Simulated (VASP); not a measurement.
# ZrPb (Fm-3m) in VASP: a series of runs

Runs on ZrPb. Level: LDA. Tasks: vibrations by perturbation theory.

All numbers are computed with VASP 6.6.1; they aren't measurements. Logs are shortened: lines on timing, memory, paths and dates and some standing lists are left out, and cuts for length are marked.

## Step 1: The cell of the first run

It takes space group Fm-3m (No. 225, cubic). The conventional cell has a = 5.765 Å, b = 5.765 Å, c = 5.765 Å, α = 90.00°, β = 90.00°, γ = 90.00°. Zr (site symmetry m-3m) has 6 Pb at 2.88 Å within 3.8 Å. Pb (site symmetry m-3m) has 6 Zr at 2.88 Å within 3.8 Å.

## Step 2: Vibrations by perturbation theory, LDA

File INCAR:

```
ALGO = Normal
EDIFF = 1E-8
ENCUT = 520
GGA = CA
IBRION = 8
ISIF = 2
ISMEAR = -1
LASPH = T
LCHARG = F
LREAL = F
LWAVE = F
NBANDS = 20
NELM = 100
NSW = 1
PREC = Accurate
SIGMA = 0.15
```

File KPOINTS:

```
k-points
0
Gamma
  12 12 12
```

File POSCAR:

```
ZrPb
1.0
    0.0000000000      2.8827000000      2.8827000000
    2.8827000000      0.0000000000      2.8827000000
    2.8827000000      2.8827000000      0.0000000000
Zr Pb
1 1
Direct
    0.0000000000      0.0000000000      0.0000000000
    0.5000000000      0.5000000000      0.5000000000
```

Potentials or basis: VASP PAW LDA potentials, release 64 (Zr_sv, Pb_d).

On the command line:

```sh
cat potpaw_LDA.64/Zr_sv/POTCAR potpaw_LDA.64/Pb_d/POTCAR > POTCAR
mpirun -np 1 vasp_std > vasp.out
```

OUTCAR:

```text
EDIFF = 1E-8
   ENCUT = 520
   GGA = CA
   IBRION = 8
   ISIF = 2
   ISMEAR = -1
   LASPH = T
   LREAL = F
   NELM = 100
   NSW = 1
   PREC = Accurate

 ion  position               nearest neighbor table
   1  0.000  0.000  0.000-   2 2.88   2 2.88   2 2.88   2 2.88   2 2.88   2 2.88
   2  0.500  0.500  0.500-   1 2.88   1 2.88   1 2.88   1 2.88   1 2.88   1 2.88

  LATTYP: Found a face centered cubic cell.
 ALAT       =     5.7654000000

  Lattice vectors:

 A1 = (   0.0000000000,   2.8827000000,   2.8827000000)
 A2 = (   2.8827000000,   0.0000000000,   2.8827000000)
 A3 = (   2.8827000000,   2.8827000000,   0.0000000000)

Analysis of symmetry for initial positions (statically):
=====================================================================
 Subroutine PRICEL returns:
 Original cell was already a primitive cell.

 Routine SETGRP: Setting up the symmetry group for a
 face centered cubic supercell.

 Subroutine GETGRP returns: Found 48 space group operations
 (whereof 48 operations were pure point group operations)
 out of a pool of 48 trial point group operations.

The static configuration has the point symmetry O_h .

Analysis of symmetry for dynamics (positions and initial velocities):
=====================================================================
 Subroutine PRICEL returns:
 Original cell was already a primitive cell.

 Routine SETGRP: Setting up the symmetry group for a
 face centered cubic supercell.

 Subroutine GETGRP returns: Found 48 space group operations
 (whereof 48 operations were pure point group operations)
 out of a pool of 48 trial point group operations.

The dynamic configuration has the point symmetry O_h .

 Subroutine INISYM returns: Found 48 space group operations
 (whereof 48 operations are pure point group operations),
 and found     1 'primitive' translations

----------------------------------------------------------------------------------------

                                     Primitive cell

  volume of cell :      47.9102

  direct lattice vectors                    reciprocal lattice vectors
     0.000000000  2.882700000  2.882700000    -0.173448503  0.173448503  0.173448503
     2.882700000  0.000000000  2.882700000     0.173448503 -0.173448503  0.173448503
     2.882700000  2.882700000  0.000000000     0.173448503  0.173448503 -0.173448503

  length of vectors
     4.076753436  4.076753436  4.076753436     0.300421620  0.300421620  0.300421620

  position of ions in fractional coordinates (direct lattice)
     0.000000000  0.000000000  0.000000000
     0.500000000  0.500000000  0.500000000

  ion indices of the primitive-cell ions
   primitive index   ion index
                 1           1
                 2           2

----------------------------------------------------------------------------------------

 KPOINTS: k-points

Automatic generation of k-mesh.
 Grid dimensions read from file:
 generate k-points for:   12   12   12

 Generating k-lattice:

  Cartesian coordinates                     Fractional coordinates (reciprocal lattice)
    -0.014454042  0.014454042  0.014454042     0.083333333  0.000000000  0.000000000
     0.014454042 -0.014454042  0.014454042     0.000000000  0.083333333  0.000000000
     0.014454042  0.014454042 -0.014454042     0.000000000  0.000000000  0.083333333

  Length of vectors
     0.025035135  0.025035135  0.025035135

  Shift w.r.t. Gamma in fractional coordinates (k-lattice)
[... 66 lines left out ...]
   EFERMI =   0.00;   METHOD = LEGACY
   ISMEAR =    -1;   SIGMA  =   0.15  broadening in eV -4-tet -1-fermi 0-gaus
   EFERMI_NEDOS =   21; number of points for ismear=-14 and -15
   IALGO  =     38    algorithm
   IMIX   =      4    mixing-type and parameters
     AMIX     =   0.40;   BMIX     =  1.00
     AMIX_MAG =   1.60;   BMIX_MAG =  1.00
  volume/ion in A,a.u.               =      23.96       161.66
  Fermi-wavevector in a.u.,A,eV,Ry     =   1.335334  2.523415 24.260770  1.783116
  Thomas-Fermi vector in A             =   2.464046
   LORBIT       =      0    0 simple, 1 ext, 2 COOP (PROOUT), +10 PAW based schemes
   GGA     = CA    functional components
   LHFCALC =     F    Hartree Fock is set to
   AEXX    =    0.0000 exact exchange contribution
   IVDW    =     0    specifies the selected vdW correction
   LEPSILON=     F    determine dielectric tensor
   LRPA    =     F    only Hartree local field effects (RPA)
 non-spin polarized calculation
  energy-cutoff  :      520.00
  volume of cell :       47.91
 maximum number of plane-waves:      1308
   NGX = 15   NGY = 15   NGZ = 15

--------------------------------------- Ionic step        1  -------------------------------------------

 number of electron      25.9999996 magnetization

 Free energy of the ion-electron system (eV)
  ---------------------------------------------------
  ext. energy  EPLUGINS =         0.00000000
  ---------------------------------------------------
  free energy    TOTEN  =       -13.83459440 eV

  energy without entropy =      -13.77808145  energy(sigma->0) =      -13.80633793

 E-fermi :   9.0398     XC(G=0): -11.3095

 val. band max:        9.0184874179   @ k =  -0.0833   0.0833   0.0000
 cond. band min:       9.0668392784   @ k =   0.3333   0.2500   0.0000
 fundamental gap:      0.0483518604
 Fermi energy:         9.0398197489

 k-point     1 :       0.0000    0.0000    0.0000
  band No.  band energies     occupation
      1     -40.0651      2.00000
      2     -18.2410      2.00000
      3     -18.2410      2.00000
      4     -18.2410      2.00000
      5      -7.7543      2.00000
      6      -7.7543      2.00000
[... 541 lines left out ...]
     19      15.3662      0.00000
     20      18.8054      0.00000

 [... further k-points ...]
[... 5 lines left out ...]
  --------------------------------------------------------------------------------------
  -------------------------------------------------------------------------------------
  Total        0.9522203      0.9522203      0.9522203     -0.0000000      0.0000000     -0.0000000
  in kB       31.8434195     31.8434195     31.8434195     -0.0000000      0.0000000     -0.0000000
  external PRESSURE =      31.8434195 kB  Pullay stress =       0.0000000 kB

 VOLUME and BASIS-vectors are now :
 -----------------------------------------------------------------------------
  energy-cutoff  :      520.00
  volume of cell :       47.91
      direct lattice vectors                 reciprocal lattice vectors
     0.000000000  2.882700000  2.882700000    -0.173448503  0.173448503  0.173448503
     2.882700000  0.000000000  2.882700000     0.173448503 -0.173448503  0.173448503
     2.882700000  2.882700000  0.000000000     0.173448503  0.173448503 -0.173448503

 POSITION                                       TOTAL-FORCE (eV/Angst)
 -----------------------------------------------------------------------------------
      0.00000      0.00000      0.00000        -0.000000      0.000000      0.000000
      2.88270      2.88270      2.88270         0.000000     -0.000000     -0.000000
 -----------------------------------------------------------------------------------
    total drift:                                0.000000      0.000000      0.000000

  FREE ENERGIE OF THE ION-ELECTRON SYSTEM (eV)
  ---------------------------------------------------
  free  energy   TOTEN  =       -13.8345944021 eV

  energy  without entropy=      -13.7780814539  energy(sigma->0) =      -13.80633793

[... ionic steps 2 to 3 ...]

--------------------------------------- Ionic step        4  -------------------------------------------

------------------------ aborting loop because EDIFF is reached ----------------------------------------

[... ionic steps 5 to 6 ...]

--------------------------------------- Ionic step        7  -------------------------------------------

 Free energy of the ion-electron system (eV)
  ---------------------------------------------------
  ---------------------------------------------------
  free energy    TOTEN  =        -0.33383665 eV

  energy without entropy =       -0.33383665

------------------------ aborting loop because EDIFF is reached ----------------------------------------

 INTERNAL STRAIN TENSOR  FOR ION    2  DIRECTION 1   (eV/Angst):
 -----------------------------------------------------------------------------
    -0.01333 -0.00000  0.00000
     0.00000  0.00746 -0.00000
    -0.00000 -0.00000  0.00746

 INTERNAL STRAIN TENSOR FOR ION    2 for displacements in x,y,z  (eV/Angst):
          X           Y           Z          XY          YZ          ZX
  --------------------------------------------------------------------------------
  x     0.00000     0.00000     0.00000     0.00000     0.00000     0.00000
  y     0.00000     0.00000     0.00000     0.00000     0.00000     0.00000
  z     0.00000     0.00000     0.00000     0.00000     0.00000     0.00000

 SECOND DERIVATIVES (NOT SYMMETRIZED)
 ------------------------------------
               1X          1Y          1Z          2X          2Y          2Z
  1X    -8.628251    0.000000    0.000000    8.628251    0.000000    0.000000
  1Y     0.000000   -8.628251    0.000000    0.000000    8.628251    0.000000
  1Z     0.000000    0.000000   -8.628251    0.000000    0.000000    8.628251
  2X     8.592413    0.000000    0.000000   -8.592413    0.000000    0.000000
  2Y     0.000000    8.592413    0.000000    0.000000   -8.592413    0.000000
  2Z     0.000000    0.000000    8.592413    0.000000    0.000000   -8.592413

 Eigenvectors and eigenvalues of the dynamical matrix
 ----------------------------------------------------

   1 f  =    5.766388 THz    36.231284 2PiTHz  192.346000 cm-1    23.847854 meV
             X         Y         Z           dx          dy          dz
      0.000000  0.000000  0.000000     0.000000    0.000000    0.833784
      2.882700  2.882700  2.882700     0.000000    0.000000   -0.552090
[... 21 lines left out ...]
   6 f/i=    0.005524 THz     0.034709 2PiTHz    0.184266 cm-1     0.022846 meV
             X         Y         Z           dx          dy          dz
      0.000000  0.000000  0.000000    -0.401006    0.379471    0.000000
      2.882700  2.882700  2.882700    -0.605612    0.573089    0.000000

--------------------------------------------------------------------------------------------------------

 ELASTIC MODULI CONTR FROM IONIC RELAXATION (kBar)
 Direction    XX          YY          ZZ          XY          YZ          ZX
 --------------------------------------------------------------------------------
 XX           0.0000      0.0000      0.0000      0.0000      0.0000      0.0000
 YY           0.0000      0.0000      0.0000      0.0000      0.0000      0.0000
 ZZ           0.0000      0.0000      0.0000      0.0000      0.0000      0.0000
 XY           0.0000      0.0000      0.0000      0.0000      0.0000      0.0000
 YZ           0.0000      0.0000      0.0000      0.0000      0.0000      0.0000
 ZX           0.0000      0.0000      0.0000      0.0000      0.0000      0.0000
 --------------------------------------------------------------------------------
```

It took 16 min on 1 thread of Oxide Virtual Turin-like, shared host; peak memory 0.4 GiB.

Results:

```
Highest phonon frequency at Γ : 192 cm⁻¹
```

Phonon frequencies in cm⁻¹ (negative: imaginary):
```tsv
q point	frequencies
(0.000, 0.000, 0.000)	0 0 0 192 192 192
```

Caveat: the cell stands under pressure or tension, which shifts response properties; spin-orbit coupling is left out, which moves the levels of the heavy elements.

## Step 3: Vibrations by perturbation theory, LDA

This run uses another cell than the first one, of 25.18 Å³/atom.

File INCAR:

```
PREC = Accurate ; ENCUT = 520
EDIFF = 1E-8 ; ISMEAR = -1
SIGMA = 0.15 ; LREAL = F
LASPH = T ; NELM = 80
ALGO = Normal ; ISIF = 2
LWAVE = F ; LCHARG = F
IBRION = 8 ; NSW = 1
```

File KPOINTS:

```
Automatic mesh
0
Gamma
  12 12 12
```

File POSCAR:

```
ZrPb
1.0
    0.0000000000      2.9312000000      2.9312000000
    2.9312000000      0.0000000000      2.9312000000
    2.9312000000      2.9312000000      0.0000000000
Zr Pb
1 1
Direct
    0.0000000000      0.0000000000      0.0000000000
    0.5000000000      0.5000000000      0.5000000000
```

Potentials or basis: VASP PAW LDA potentials, release 64 (Zr_sv, Pb_d).

On the command line:

```sh
cat potpaw_LDA.64/Zr_sv/POTCAR potpaw_LDA.64/Pb_d/POTCAR > POTCAR
mpirun -np 1 vasp_std > vasp.out
```

OUTCAR:

```text
PREC = Accurate
   ENCUT = 520
   EDIFF = 1E-8
   ISMEAR = -1
   LREAL = F
   LASPH = T
   NELM = 80
   ISIF = 2
   IBRION = 8
   NSW = 1

 ion  position               nearest neighbor table
   1  0.000  0.000  0.000-   2 2.93   2 2.93   2 2.93   2 2.93   2 2.93   2 2.93
   2  0.500  0.500  0.500-   1 2.93   1 2.93   1 2.93   1 2.93   1 2.93   1 2.93

  LATTYP: Found a face centered cubic cell.
 ALAT       =     5.8624000000

  Lattice vectors:

 A1 = (   0.0000000000,   2.9312000000,   2.9312000000)
 A2 = (   2.9312000000,   0.0000000000,   2.9312000000)
 A3 = (   2.9312000000,   2.9312000000,   0.0000000000)

Analysis of symmetry for initial positions (statically):
=====================================================================
 Subroutine PRICEL returns:
 Original cell was already a primitive cell.

 Routine SETGRP: Setting up the symmetry group for a
 face centered cubic supercell.

[... 706 lines left out ...]

 INTERNAL STRAIN TENSOR  FOR ION    2  DIRECTION 1   (eV/Angst):
 -----------------------------------------------------------------------------
    -0.01520 -0.00000  0.00000
     0.00000  0.00860  0.00000
    -0.00000  0.00000  0.00860

 INTERNAL STRAIN TENSOR FOR ION    2 for displacements in x,y,z  (eV/Angst):
          X           Y           Z          XY          YZ          ZX
  --------------------------------------------------------------------------------
  x     0.00000     0.00000     0.00000     0.00000     0.00000     0.00000
  y     0.00000     0.00000     0.00000     0.00000     0.00000     0.00000
  z     0.00000     0.00000     0.00000     0.00000     0.00000     0.00000

 SECOND DERIVATIVES (NOT SYMMETRIZED)
 ------------------------------------
               1X          1Y          1Z          2X          2Y          2Z
  1X    -7.259821    0.000000    0.000000    7.259821    0.000000    0.000000
  1Y     0.000000   -7.259821    0.000000    0.000000    7.259821    0.000000
  1Z     0.000000    0.000000   -7.259821    0.000000    0.000000    7.259821
  2X     7.237329    0.000000    0.000000   -7.237329    0.000000    0.000000
  2Y     0.000000    7.237329    0.000000    0.000000   -7.237329    0.000000
  2Z     0.000000    0.000000    7.237329    0.000000    0.000000   -7.237329

 Eigenvectors and eigenvalues of the dynamical matrix
 ----------------------------------------------------

   1 f  =    5.290241 THz    33.239566 2PiTHz  176.463454 cm-1    21.878670 meV
             X         Y         Z           dx          dy          dz
      0.000000  0.000000  0.000000     0.662065    0.506598   -0.000000
      2.931200  2.931200  2.931200    -0.438618   -0.335621    0.000000
[... 21 lines left out ...]
   6 f/i=    0.003779 THz     0.023744 2PiTHz    0.126051 cm-1     0.015628 meV
             X         Y         Z           dx          dy          dz
      0.000000  0.000000  0.000000     0.423414    0.277272   -0.221062
      2.931200  2.931200  2.931200     0.639116    0.418524   -0.333678

--------------------------------------------------------------------------------------------------------

 ELASTIC MODULI CONTR FROM IONIC RELAXATION (kBar)
 Direction    XX          YY          ZZ          XY          YZ          ZX
 --------------------------------------------------------------------------------
 XX           0.0000      0.0000      0.0000      0.0000      0.0000      0.0000
 YY           0.0000      0.0000      0.0000      0.0000      0.0000      0.0000
 ZZ           0.0000      0.0000      0.0000      0.0000      0.0000      0.0000
 XY           0.0000      0.0000      0.0000      0.0000      0.0000      0.0000
 YZ           0.0000      0.0000      0.0000      0.0000      0.0000      0.0000
 ZX           0.0000      0.0000      0.0000      0.0000      0.0000      0.0000
 --------------------------------------------------------------------------------
```

OSZICAR:

```text
N       E                     dE             d eps       ncg     rms          rms(c)
DAV:   1     0.268161243771E+03    0.26816E+03   -0.14311E+04  2465   0.179E+03
DAV:   2     0.365634574772E+01   -0.26450E+03   -0.26052E+03  2474   0.445E+02
DAV:   3    -0.139407861200E+02   -0.17597E+02   -0.17293E+02  3459   0.128E+02
[... 49 lines left out ...]
RMM:  16    -0.334466346029E+00   -0.98500E-07   -0.17018E-07 13607   0.388E-04    0.116E-05
RMM:  17    -0.334466394442E+00   -0.48413E-07   -0.34419E-07 14208   0.337E-04    0.252E-05
RMM:  18    -0.334466401471E+00   -0.70288E-08   -0.11683E-07 14330   0.301E-04    0.286E-05
RMM:  19    -0.334466409980E+00   -0.85090E-08   -0.18972E-07 14169   0.279E-04    0.334E-05
RMM:  20    -0.334466401920E+00    0.80605E-08    0.29732E-08 13443   0.267E-04    0.300E-05
 Linear response finished
```

stdout:

```text
POSCAR found type information on POSCAR ZrPb
 POSCAR found :  2 types and       2 ions
 scaLAPACK will be used
 LDA part: xc-table for (Slater(with rela. corr.)+CA(PZ))
 , standard interpolation
 POSCAR, INCAR and KPOINTS ok, starting setup
 FFT: planning ... GRIDC
 FFT: planning ... GRID_SOFT
 FFT: planning ... GRID
 WAVECAR not read
 entering main loop
 Linear response reoptimize wavefunctions to high precision
 Linear response DOF=           2
 Linear response progress:
 first order change of Fermi-energy   0.42233E-03
 force on displaced ion       1 direction 1 :  -7.260   0.000   0.000
 Linear response progress:
 first order change of Fermi-energy   0.16939E-03
 force on displaced ion       2 direction 1 :  -7.237   0.000   0.000
 Linear response finished
```

It took 9.9 min on 1 thread of Oxide Virtual Turin-like, shared host; peak memory 0.45 GiB.

Results:

```
Highest phonon frequency at Γ : 176 cm⁻¹
```

Phonon frequencies in cm⁻¹ (negative: imaginary):
```csv
q point,frequencies
"(0.000, 0.000, 0.000)",0 0 0 176 176 176
```

Caveat: the cell stands under pressure or tension, which shifts response properties; spin-orbit coupling is left out, which moves the levels of the heavy elements.
